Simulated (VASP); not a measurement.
# Li3TeCl (Pm-3m) in VASP: relaxation of cell and atoms with LDA

Aim: the relaxation of cell and atoms of Li3TeCl with LDA.

Program: VASP 6.6.1. These are calculated values, not measurements. Logs are shortened: lines on timing, memory, paths and dates and some standing lists are left out, and cuts for length are marked.

## 1. The cell of the first run

It takes space group Pm-3m (No. 221, cubic). The conventional cell has a = 4.670 Å, b = 4.670 Å, c = 4.670 Å, α = 90.00°, β = 90.00°, γ = 90.00°. Cl (site symmetry m-3m) has 12 Li at 3.30 Å and 8 Te at 4.04 Å within 4.3 Å. Te (site symmetry m-3m) has 6 Li at 2.33 Å within 3.1 Å. Within 3.1 Å of Li (site symmetry 4/mmm) lie 2 Te at 2.33 Å.

## 2. Relaxation of cell and atoms, LDA

Contents of INCAR:

```
SYSTEM = Li3TeCl
PREC = Accurate ; ENCUT = 600
EDIFF = 1E-7 ; ISMEAR = 1
SIGMA = 0.01 ; LREAL = .FALSE.
LASPH = .TRUE. ; NELM = 100
ALGO = Normal ; ISIF = 3
LWAVE = .FALSE. ; LCHARG = .FALSE.
GGA = CA ; IBRION = 2
NSW = 80 ; EDIFFG = -0.03
```

Contents of KPOINTS:

```
Automatic mesh
0
G
  4 4 4
  0 0 0
```

Contents of POSCAR:

```
Li3TeCl
1.0
    4.6700000000      0.0000000000      0.0000000000
    0.0000000000      4.6700000000      0.0000000000
    0.0000000000      0.0000000000      4.6700000000
Cl Te Li
1 1 3
Direct
    0.0000000000      0.0000000000      0.0000000000
    0.5000000000      0.5000000000      0.5000000000
    0.5000000000      0.5000000000      0.0000000000
    0.0000000000      0.5000000000      0.5000000000
    0.5000000000      0.0000000000      0.5000000000
```

Potentials or basis: VASP PAW LDA potentials, release 64 (Cl, Te, Li_sv).

On the command line:

```bash
> cat potpaw_LDA.64/Cl/POTCAR potpaw_LDA.64/Te/POTCAR potpaw_LDA.64/Li_sv/POTCAR > POTCAR
> mpirun -np 1 vasp_std > vasp.out
```

OUTCAR:

```text
SYSTEM = Li3TeCl
   PREC = Accurate
   ENCUT = 600
   EDIFF = 1E-7
   ISMEAR = 1
   LREAL = .FALSE.
   LASPH = .TRUE.
   NELM = 100
   ISIF = 3
   GGA = CA
   IBRION = 2
   NSW = 80
   EDIFFG = -0.03

 ion  position               nearest neighbor table
   1  0.000  0.000  0.000-
   2  0.500  0.500  0.500-   3 2.33   4 2.33   5 2.33   3 2.33   5 2.33   4 2.33
   3  0.500  0.500  0.000-   2 2.33   2 2.33
   4  0.000  0.500  0.500-   2 2.33   2 2.33
   5  0.500  0.000  0.500-   2 2.33   2 2.33

  LATTYP: Found a simple cubic cell.
 ALAT       =     4.6700000000

  Lattice vectors:

 A1 = (   4.6700000000,   0.0000000000,   0.0000000000)
 A2 = (   0.0000000000,   4.6700000000,   0.0000000000)
 A3 = (   0.0000000000,   0.0000000000,   4.6700000000)

Analysis of symmetry for initial positions (statically):
=====================================================================
 Subroutine PRICEL returns:
 Original cell was already a primitive cell.

 Routine SETGRP: Setting up the symmetry group for a
 simple cubic supercell.

 Subroutine GETGRP returns: Found 48 space group operations
 (whereof 48 operations were pure point group operations)
 out of a pool of 48 trial point group operations.

The static configuration has the point symmetry O_h .

Analysis of symmetry for dynamics (positions and initial velocities):
=====================================================================
 Subroutine PRICEL returns:
 Original cell was already a primitive cell.

 Routine SETGRP: Setting up the symmetry group for a
 simple cubic supercell.

 Subroutine GETGRP returns: Found 48 space group operations
 (whereof 48 operations were pure point group operations)
 out of a pool of 48 trial point group operations.

The dynamic configuration has the point symmetry O_h .

 Subroutine INISYM returns: Found 48 space group operations
 (whereof 48 operations are pure point group operations),
 and found     1 'primitive' translations

----------------------------------------------------------------------------------------

                                     Primitive cell

  volume of cell :     101.8476

  direct lattice vectors                    reciprocal lattice vectors
     4.670000000  0.000000000  0.000000000     0.214132762  0.000000000  0.000000000
     0.000000000  4.670000000  0.000000000     0.000000000  0.214132762  0.000000000
     0.000000000  0.000000000  4.670000000     0.000000000  0.000000000  0.214132762

  length of vectors
     4.670000000  4.670000000  4.670000000     0.214132762  0.214132762  0.214132762

  position of ions in fractional coordinates (direct lattice)
     0.000000000  0.000000000  0.000000000
[... 88 lines left out ...]
     AMIX     =   0.40;   BMIX     =  1.00
     AMIX_MAG =   1.60;   BMIX_MAG =  1.00
  volume/ion in A,a.u.               =      20.37       137.46
  Fermi-wavevector in a.u.,A,eV,Ry     =   0.982273  1.856227 13.127719  0.964860
  Thomas-Fermi vector in A             =   2.113343
   LORBIT       =      0    0 simple, 1 ext, 2 COOP (PROOUT), +10 PAW based schemes
   GGA     = CA    functional components
   LHFCALC =     F    Hartree Fock is set to
   AEXX    =    0.0000 exact exchange contribution
   IVDW    =     0    specifies the selected vdW correction
   LEPSILON=     F    determine dielectric tensor
   LRPA    =     F    only Hartree local field effects (RPA)
 conjugate gradient relaxation of ions
 non-spin polarized calculation
 Methfessel and Paxton  Order N= 1 SIGMA  =   0.01
  energy-cutoff  :      600.00
  volume of cell :      101.85
 maximum number of plane-waves:      3448
 NGX is ok and might be reduce to    40
   NGX = 19   NGY = 19   NGZ = 19

--------------------------------------- Ionic step        1  -------------------------------------------

 number of electron      22.0000023 magnetization

 Free energy of the ion-electron system (eV)
  ---------------------------------------------------
  ext. energy  EPLUGINS =         0.00000000
  ---------------------------------------------------
  free energy    TOTEN  =       -16.58256992 eV

  energy without entropy =      -16.58262428  energy(sigma->0) =      -16.58258804

------------------------ aborting loop because EDIFF is reached ----------------------------------------

  FORCE on cell =-STRESS in cart. coord.  units (eV):
  Direction    XX          YY          ZZ          XY          YZ          ZX
  --------------------------------------------------------------------------------------
  -------------------------------------------------------------------------------------
  Total        4.9773627      4.9773627      4.9773627     -0.0000000     -0.0000000     -0.0000000
  in kB       78.2995434     78.2995434     78.2995434     -0.0000000     -0.0000000     -0.0000000
  external PRESSURE =      78.2995434 kB  Pullay stress =       0.0000000 kB
[... 65 lines left out ...]
--------------------------------------- Ionic step        3  -------------------------------------------

 number of electron      22.0000031 magnetization

 E-fermi :   0.0320     XC(G=0):  -7.6343

 val. band max:       -0.0222247889   @ k =   0.5000   0.5000   0.0000
 cond. band min:       3.2671111934   @ k =   0.5000   0.5000   0.0000
 fundamental gap:      3.2893359823
 Fermi energy:         0.0320372421

 k-point     1 :       0.0000    0.0000    0.0000
  band No.  band energies     occupation
      1     -44.0589      2.00000
      2     -44.0540      2.00000
      3     -44.0540      2.00000
      4     -12.4224      2.00000
      5      -9.1957      2.00000
      6      -1.5458      2.00000
      7      -1.5458      2.00000
      8      -1.5458      2.00000
      9      -0.3000      2.00000
     10      -0.3000      2.00000
     11      -0.3000      2.00000
     12       3.3840      0.00000
     13       5.2839      0.00000
     14       5.2839      0.00000
[... 199 lines left out ...]
--------------------------------------- Ionic step        4  -------------------------------------------

 number of electron      22.0000033 magnetization

 Free energy of the ion-electron system (eV)
  ---------------------------------------------------
  ext. energy  EPLUGINS =         0.00000000
  ---------------------------------------------------
  free energy    TOTEN  =       -17.12695081 eV

  energy without entropy =      -17.12700517  energy(sigma->0) =      -17.12696893

 E-fermi :  -0.1193     XC(G=0):  -7.5675

 val. band max:       -0.1277649921   @ k =   0.5000   0.5000   0.0000
 cond. band min:       3.1788690961   @ k =   0.5000   0.5000   0.0000
 fundamental gap:      3.3066340883
 Fermi energy:        -0.1193461700

 k-point     1 :       0.0000    0.0000    0.0000
  band No.  band energies     occupation
      1     -44.1936      2.00000
      2     -44.1892      2.00000
      3     -44.1892      2.00000
      4     -12.4873      2.00000
      5      -9.2794      2.00000
      6      -1.6046      2.00000
      7      -1.6046      2.00000
      8      -1.6046      2.00000
      9      -0.3923      2.00000
     10      -0.3923      2.00000
     11      -0.3923      2.00000
     12       3.2370      0.00000
     13       5.1594      0.00000
     14       5.1594      0.00000
[... 193 lines left out ...]
  FREE ENERGIE OF THE ION-ELECTRON SYSTEM (eV)
  ---------------------------------------------------
  free  energy   TOTEN  =       -17.1269508103 eV

  energy  without entropy=      -17.1270051656  energy(sigma->0) =      -17.12696893

 reached required accuracy - stopping structural energy minimisation
```

It took 54 s on 1 thread of AMD EPYC 7R43 (Zen 3), shared host; peak memory 0.17 GiB.

What came out:

```yaml
Free_energy: -17.1270 eV
Relaxed_volume: 25.72 Å³/atom
Relaxed_cell: a = 5.048 Å, b = 5.048 Å, c = 5.048 Å, α = 90.00°, β = 90.00°, γ = 90.00°
Space_group_after_relaxing_to_0.1_Å: Pm-3m (No. 221)
Energy_gained_by_relaxing: 108.9 meV/atom
Ionic_steps: 4
Pressure_after_relaxing: 0.0 GPa
Band_gap_on_the_k_mesh: 3.31 eV
```

Step by step:
```tsv
step	energy change (eV)	largest force (eV/Å)	pressure (GPa)	volume (Å³)
1	0.0000	0.0000	7.83	101.85
2	-0.4639	0.0000	2.40	117.24
3	-0.5408	0.0000	0.46	126.22
4	-0.5444	0.0000	0.04	128.60
```

Final structure:
```yaml
crystal:
  lattice:
    - [5.04759, 0.00000, 0.00000]
    - [0.00000, 5.04759, 0.00000]
    - [0.00000, 0.00000, 5.04759]
  atoms:
    - { symbol: Cl, position: [0.00000, 0.00000, 0.00000] }
    - { symbol: Te, position: [0.50000, 0.50000, 0.50000] }
    - { symbol: Li, position: [0.50000, 0.50000, 0.00000] }
    - { symbol: Li, position: [0.00000, 0.50000, 0.50000] }
    - { symbol: Li, position: [0.50000, 0.00000, 0.50000] }
```

Caveat: the cutoff is under 1.25 times the usual one of these potentials, so pressure, stress and relaxed cells hold a basis-set (Pulay) error; the volume moved by over 15 % at a fixed basis, so the end points are rough; spin-orbit coupling is left out, which moves the levels of the heavy elements.
